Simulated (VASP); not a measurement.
# MgO (P6_3/mmc) in VASP: notebook

The runs below take MgO through single point, with LDA.

All numbers are computed with VASP 6.6.1; they aren't measurements. Logs are shortened: lines on timing, memory, paths and dates and some standing lists are left out, and cuts for length are marked.

### Step 1. The cell of the first run

The structure is hexagonal, space group P6_3/mmc (No. 194). The conventional cell has a = 3.281 Å, b = 3.281 Å, c = 4.718 Å, α = 90.00°, β = 90.00°, γ = 120.00°. Mg (site symmetry -6m2) has 5 O at 1.89 to 2.36 Å within 2.5 Å. O (site symmetry -6m2) has 5 Mg at 1.89 to 2.36 Å within 2.5 Å.

### Step 2. Single point, LDA

The input, INCAR:

```
ALGO     = Normal         # electronic algorithm
EDIFF    = 1E-6           # SCF threshold, eV
ENCUT    = 750            # plane-wave cutoff, eV
GGA_COMPAT= F            
ISIF     = 2              # what is computed and relaxed
ISMEAR   = 0              # smearing method
LASPH    = T              # aspherical terms in the spheres
LCHARG   = F              # write CHGCAR
LREAL    = F              # projectors in reciprocal space
LWAVE    = F              # write WAVECAR
NBANDS   = 24             # bands
NELM     = 120            # most SCF steps
PREC     = Accurate       # precision mode
SIGMA    = 0.05           # smearing width, eV
```

The input, KPOINTS:

```
k-points
0
Gamma
  12 12 6
```

The input, POSCAR:

```
MgO
1.0
    3.2808071791      0.0000000000      0.0000000000
   -1.6404035896      2.8412623620      0.0000000000
    0.0000000000      0.0000000000      4.7180247818
Mg O
2 2
Direct
    0.6666666667      0.3333333333      0.7500000000
    0.3333333333      0.6666666667      0.2500000000
    0.6666666667      0.3333333333      0.2500000000
    0.3333333333      0.6666666667      0.7500000000
```

Potentials or basis: VASP PAW LDA potentials, release 64 (Mg_sv, O).

Started as:

```bash
cat potpaw_LDA.64/Mg_sv/POTCAR potpaw_LDA.64/O/POTCAR > POTCAR
mpirun -np 1 vasp_std > vasp.out
```

OUTCAR:

```text
EDIFF = 1E-6
   ENCUT = 750
   ISIF = 2
   ISMEAR = 0
   LASPH = T
   LREAL = F
   NELM = 120
   PREC = Accurate

 ion  position               nearest neighbor table
   1  0.667  0.333  0.750-   4 1.89   4 1.89   4 1.89
   2  0.333  0.667  0.250-   3 1.89   3 1.89   3 1.89
   3  0.667  0.333  0.250-   2 1.89   2 1.89   2 1.89
   4  0.333  0.667  0.750-   1 1.89   1 1.89   1 1.89

  LATTYP: Found a hexagonal cell.
 ALAT       =     3.2808071791
 C/A-ratio  =     1.4380682936

  Lattice vectors:

 A1 = (   3.2808071791,   0.0000000000,   0.0000000000)
 A2 = (  -1.6404035896,   2.8412623620,   0.0000000000)
 A3 = (   0.0000000000,   0.0000000000,   4.7180247818)

Analysis of symmetry for initial positions (statically):
=====================================================================
 Subroutine PRICEL returns:
 Original cell was already a primitive cell.

 Routine SETGRP: Setting up the symmetry group for a
 hexagonal supercell.

 Subroutine GETGRP returns: Found 24 space group operations
 (whereof 12 operations were pure point group operations)
 out of a pool of 24 trial point group operations.

The static configuration has the point symmetry D_3d.
 The point group associated with its full space group is D_6h.

Analysis of symmetry for dynamics (positions and initial velocities):
=====================================================================
 Subroutine PRICEL returns:
 Original cell was already a primitive cell.

 Routine SETGRP: Setting up the symmetry group for a
 hexagonal supercell.

 Subroutine GETGRP returns: Found 24 space group operations
 (whereof 12 operations were pure point group operations)
 out of a pool of 24 trial point group operations.

The dynamic configuration has the point symmetry D_3d.
 The point group associated with its full space group is D_6h.

 Subroutine INISYM returns: Found 24 space group operations
 (whereof 12 operations are pure point group operations),
 and found     1 'primitive' translations

----------------------------------------------------------------------------------------

                                     Primitive cell

  volume of cell :      43.9797

  direct lattice vectors                    reciprocal lattice vectors
     3.280807179  0.000000000  0.000000000     0.304803039  0.175978117  0.000000000
    -1.640403590  2.841262362  0.000000000     0.000000000  0.351956234  0.000000000
     0.000000000  0.000000000  4.718024782     0.000000000  0.000000000  0.211953105

  length of vectors
     3.280807179  3.280807179  4.718024782     0.351956234  0.351956234  0.211953105

  position of ions in fractional coordinates (direct lattice)
     0.666666667  0.333333333  0.750000000
     0.333333333  0.666666667  0.250000000
     0.666666667  0.333333333  0.250000000
     0.333333333  0.666666667  0.750000000

  ion indices of the primitive-cell ions
   primitive index   ion index
                 1           1
                 2           2
                 3           3
                 4           4

----------------------------------------------------------------------------------------

 KPOINTS: k-points

Automatic generation of k-mesh.
 Grid dimensions read from file:
 generate k-points for:   12   12    6

 Generating k-lattice:

  Cartesian coordinates                     Fractional coordinates (reciprocal lattice)
     0.025400253  0.014664843  0.000000000     0.083333333  0.000000000  0.000000000
     0.000000000  0.029329686  0.000000000     0.000000000  0.083333333  0.000000000
     0.000000000  0.000000000  0.035325517     0.000000000  0.000000000  0.166666667

  Length of vectors
     0.029329686  0.029329686  0.035325517

  Shift w.r.t. Gamma in fractional coordinates (k-lattice)
     0.000000000  0.000000000  0.000000000

 Subroutine IBZKPT returns following result:
 ===========================================

 Found     76 irreducible k-points:

 Following reciprocal coordinates:
            Coordinates               Weight
  0.000000  0.000000  0.000000      1.000000
  0.083333  0.000000  0.000000      6.000000
  0.166667  0.000000  0.000000      6.000000
  0.250000  0.000000  0.000000      6.000000
  0.333333  0.000000  0.000000      6.000000
  0.416667  0.000000  0.000000      6.000000
[... 16 lines left out ...]
  0.250000  0.000000  0.166667     12.000000
  0.333333  0.000000  0.166667     12.000000
 [... further k-points ...]
   k-points           NKPTS =     76   k-points in BZ     NKDIM =     76   number of bands    NBANDS=     24
   number of dos      NEDOS =    301   number of ions     NIONS =      4
   total plane-waves  NPLWV =  37800
   dimension x,y,z NGX =    30 NGY =   30 NGZ =   42
   dimension x,y,z NGXF=    60 NGYF=   60 NGZF=   84
   ions per type =               2   2
   NGX,Y,Z   is equivalent  to a cutoff of  15.20, 15.20, 14.80 a.u.
   NGXF,Y,Z  is equivalent  to a cutoff of  30.40, 30.40, 29.60 a.u.
 SYSTEM =  unknown system
   PREC   = accura    normal or accurate (medium, high low for compatibility)
   ISTART =      0    job   : 0-new  1-cont  2-samecut
   ICHARG =      2    charge: 1-file 2-atom 10-const
   ISPIN  =      1    spin polarized calculation?
   LNONCOLLINEAR =      F non collinear calculations
   LSORBIT =      F    spin-orbit coupling
   LASPH  =      T    aspherical Exc in radial PAW
   ENCUT  =  750.0 eV  55.12 Ry    7.42 a.u.   7.33  7.33 10.54*2*pi/ulx,y,z
   NELM   =    120;   NELMIN=  2; NELMDL= -5     # of ELM steps
   EDIFF  = 0.1E-05   stopping-criterion for ELM
   LREAL  =      F    real-space projection
   EDIFFG = 0.1E-04   stopping-criterion for IOM
   NSW    =      0    number of steps for IOM
   IBRION =     -1    ionic relax: 0-MD 1-quasi-New 2-CG
   NFREE  =      0    steps in history (QN), initial steepest desc. (CG)
   ISIF   =      2    stress and relaxation
   ISYM   =      2    0-nonsym 1-usesym 2-fastsym
   POTIM  = 0.5000    time-step for ionic-motion
   TEBEG  =    0.0;   TEEND  =   0.0 temperature during run
   PSTRESS=    0.0 pullay stress
   NELECT =      32.0000    total number of electrons
   NUPDOWN=      -1.0000    fix difference up-down
   EMIN   =  10.00;   EMAX   =-10.00  energy-range for DOS
   EFERMI =   0.00;   METHOD = LEGACY
   ISMEAR =     0;   SIGMA  =   0.05  broadening in eV -4-tet -1-fermi 0-gaus
   EFERMI_NEDOS =   21; number of points for ismear=-14 and -15
   IALGO  =     38    algorithm
   IMIX   =      4    mixing-type and parameters
     AMIX     =   0.40;   BMIX     =  1.00
     AMIX_MAG =   1.60;   BMIX_MAG =  1.00
  volume/ion in A,a.u.               =      10.99        74.20
  Fermi-wavevector in a.u.,A,eV,Ry     =   1.472451  2.782528 29.498938  2.168111
  Thomas-Fermi vector in A             =   2.587464
   LORBIT       =      0    0 simple, 1 ext, 2 COOP (PROOUT), +10 PAW based schemes
   GGA     = CA    functional components
   LHFCALC =     F    Hartree Fock is set to
   AEXX    =    0.0000 exact exchange contribution
   IVDW    =     0    specifies the selected vdW correction
   LEPSILON=     F    determine dielectric tensor
   LRPA    =     F    only Hartree local field effects (RPA)
 non-spin polarized calculation
 Gauss-broadening in eV      SIGMA  =   0.05
  energy-cutoff  :      750.00
  volume of cell :       43.98
 maximum number of plane-waves:      2078
 NGX is ok and might be reduce to    30

 number of electron      32.0000019 magnetization

 Free energy of the ion-electron system (eV)
  ---------------------------------------------------
  ext. energy  EPLUGINS =         0.00000000
  ---------------------------------------------------
  free energy    TOTEN  =       -25.69496945 eV

  energy without entropy =      -25.69496945  energy(sigma->0) =      -25.69496945

 E-fermi :   1.9769     XC(G=0): -10.8960

 val. band max:        1.5263867187   @ k =   0.0000   0.0000   0.0000
 cond. band min:       4.7241402936   @ k =   0.0000   0.0000   0.0000
 fundamental gap:      3.1977535749
 Fermi energy:         1.9769368444

 k-point     1 :       0.0000    0.0000    0.0000
  band No.  band energies     occupation
      1     -69.7548      2.00000
      2     -69.7471      2.00000
      3     -37.3259      2.00000
      4     -37.2648      2.00000
      5     -37.2364      2.00000
      6     -37.2364      2.00000
[... 16 lines left out ...]
     23      17.4898      0.00000
     24      17.4898      0.00000

 k-point     2 :       0.0833    0.0000    0.0000
  band No.  band energies     occupation
      1     -69.7546      2.00000
      2     -69.7471      2.00000
      3     -37.3248      2.00000
      4     -37.2655      2.00000
      5     -37.2386      2.00000
      6     -37.2371      2.00000
[... 16 lines left out ...]
     23      17.0448      0.00000
     24      17.2368      0.00000

 k-point     3 :       0.1667    0.0000    0.0000
  band No.  band energies     occupation
      1     -69.7538      2.00000
      2     -69.7470      2.00000
      3     -37.3215      2.00000
      4     -37.2676      2.00000
      5     -37.2451      2.00000
      6     -37.2391      2.00000
[... 16 lines left out ...]
     23      15.9621      0.00000
     24      16.3543      0.00000
[... 514 lines left out ...]
 k-point    23 :       0.2500    0.0000    0.1667
  band No.  band energies     occupation
      1     -69.7524      2.00000
      2     -69.7474      2.00000
      3     -37.3146      2.00000
      4     -37.2762      2.00000
      5     -37.2524      2.00000
      6     -37.2411      2.00000
[... 16 lines left out ...]
     23      15.5379      0.00000
     24      16.1754      0.00000

 k-point    24 :       0.3333    0.0000    0.1667
  band No.  band energies     occupation
      1     -69.7512      2.00000
      2     -69.7474      2.00000
      3     -37.3102      2.00000
      4     -37.2812      2.00000
      5     -37.2605      2.00000
      6     -37.2492      2.00000
[... 16 lines left out ...]
     23      15.1200      0.00000
     24      16.4986      0.00000

 [... further k-points ...]

------------------------ aborting loop because EDIFF is reached ----------------------------------------

  FORCE on cell =-STRESS in cart. coord.  units (eV):
  Direction    XX          YY          ZZ          XY          YZ          ZX
  --------------------------------------------------------------------------------------
  -------------------------------------------------------------------------------------
  Total        3.1869513      3.1869513     -3.8189760     -0.0000000      0.0000000     -0.0000000
  in kB      116.1004066    116.1004066   -139.1250240     -0.0000000      0.0000000     -0.0000000
  external PRESSURE =      31.0252630 kB  Pullay stress =       0.0000000 kB

 VOLUME and BASIS-vectors are now :
 -----------------------------------------------------------------------------
  energy-cutoff  :      750.00
  volume of cell :       43.98
      direct lattice vectors                 reciprocal lattice vectors
     3.280807179  0.000000000  0.000000000     0.304803039  0.175978117  0.000000000
    -1.640403590  2.841262362  0.000000000     0.000000000  0.351956234  0.000000000
     0.000000000  0.000000000  4.718024782     0.000000000  0.000000000  0.211953105

 POSITION                                       TOTAL-FORCE (eV/Angst)
 -----------------------------------------------------------------------------------
      1.64040      0.94709      3.53852         0.000000      0.000000      0.000000
     -0.00000      1.89417      1.17951         0.000000      0.000000      0.000000
      1.64040      0.94709      1.17951        -0.000000      0.000000      0.000000
     -0.00000      1.89417      3.53852         0.000000     -0.000000      0.000000
 -----------------------------------------------------------------------------------
    total drift:                               -0.000000      0.000000     -0.000000

  FREE ENERGIE OF THE ION-ELECTRON SYSTEM (eV)
  ---------------------------------------------------
  free  energy   TOTEN  =       -25.6949694520 eV

  energy  without entropy=      -25.6949694520  energy(sigma->0) =      -25.69496945
```

Wall time 49 s (1 thread of Intel Xeon 6975P-C (Granite Rapids), shared host); peak memory 0.23 GiB.

Results:

```
Free energy            : -25.6950 eV
Pressure               : 3.1 GPa
Band gap on the k mesh : 3.20 eV
```

Stress tensor (GPa, compression positive):
```
 11.61   0.00   0.00
  0.00  11.61   0.00
  0.00   0.00 -13.91
```

Caveat: the cell stands under pressure. A k mesh can miss the band edges.

### Step 3. Single point, LDA

This run uses another cell than the first one, of the same volume but with other edges.

The input, INCAR:

```
SYSTEM = MgO
PREC = Accurate ; ENCUT = 750
EDIFF = 1E-6 ; ISMEAR = 0
SIGMA = 0.05 ; LREAL = .FALSE.
LASPH = .TRUE. ; NELM = 120
ALGO = Normal ; ISIF = 2
LWAVE = .FALSE. ; LCHARG = .FALSE.
NBANDS = 24 ; GGA_COMPAT = .FALSE.
```

The input, KPOINTS:

```
regular mesh
0
G
  12 12 6
  0 0 0
```

The input, POSCAR:

```
MgO
1.0
    3.5846369696      0.0000000000      0.0000000000
   -1.7923184848      3.1043866790      0.0000000000
    0.0000000000      0.0000000000      3.9521304572
Mg O
2 2
Direct
    0.6666666667      0.3333333333      0.7500000000
    0.3333333333      0.6666666667      0.2500000000
    0.6666666667      0.3333333333      0.2500000000
    0.3333333333      0.6666666667      0.7500000000
```

Potentials or basis: VASP PAW LDA potentials, release 64 (Mg_sv, O).

Started as:

```bash
cat potpaw_LDA.64/Mg_sv/POTCAR potpaw_LDA.64/O/POTCAR > POTCAR
mpirun -np 1 vasp_std > vasp.out
```

Run time: 98 s. Hardware: 1 thread of Intel Xeon Platinum 8488C (Sapphire Rapids), shared host; peak memory 0.23 GiB.

Results (log left out):

```yaml
Free_energy: -26.0229 eV
Pressure: -1.3 GPa
Band_gap_on_the_k_mesh: 3.44 eV
```

Stress tensor (GPa, compression positive):
```
-7.09  0.00  0.00
 0.00 -7.09  0.00
 0.00  0.00 10.18
```

Levels at points of the mesh, in eV from the valence-band top:
```
           k point  band 12  band 13  band 14  band 15  band 16  band 17  band 18  band 19  band 20  band 21
(0.00, 0.00, 0.00)    -1.77    -1.77    -0.59    -0.59     0.00     3.44     9.76    11.90    11.90    12.98
(0.50, 0.00, 0.00)    -2.40    -2.22    -1.59    -1.22    -0.20     6.76     9.18    10.43    12.07    12.98
(0.00, 0.00, 0.50)    -2.40    -1.21    -1.21    -1.21    -1.21     6.53     6.53    12.25    12.25    12.25
(0.50, 0.00, 0.50)    -3.84    -1.45    -1.45    -0.66    -0.66     7.32     7.32    11.97    11.97    13.70
```

(Part 1 of 2 ends here.)
